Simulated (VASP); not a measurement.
A run of VASP 6.6.1:

The input INCAR:

```
SYSTEM = ZrC
  ALGO = Normal
  EDIFF = 1E-7
  ENCUT = 520
  GGA = PS
  ISIF = 2
  ISMEAR = 0
  LASPH = .True.
  LCHARG = .False.
  LREAL = .False.
  LWAVE = .False.
  NBANDS = 15
  NELM = 100
  PREC = Accurate
  SIGMA = 0.15
```

The input KPOINTS:

```
k-points
0
Gamma
  18 18 18
  0 0 0
```

The input POSCAR:

```
ZrC
1.0
    0.0000000000      2.3502100000      2.3502100000
    2.3502100000      0.0000000000      2.3502100000
    2.3502100000      2.3502100000      0.0000000000
Zr C
1 1
Direct
    0.5000000000      0.5000000000      0.5000000000
    0.0319120419      0.0319120419     -0.0319120419
```

Potentials or basis: VASP PAW PBE potentials, release 64 (Zr_sv, C).

Launch:

```sh
$ cat potpaw_PBE.64/Zr_sv/POTCAR potpaw_PBE.64/C/POTCAR > POTCAR
$ mpirun -np 1 vasp_std > vasp.out
```

Hardware: 1 thread of Intel(R) Xeon(R) Platinum 8559C (Emerald Rapids), with other jobs on the host.

Problem. Estimate the wall time of this run.

Solution. Run time: 110 s on 1 thread of Intel(R) Xeon(R) Platinum 8559C (Emerald Rapids), on a shared host, peak memory 0.31 GiB. Counts: scf iterations 13, k points 480.
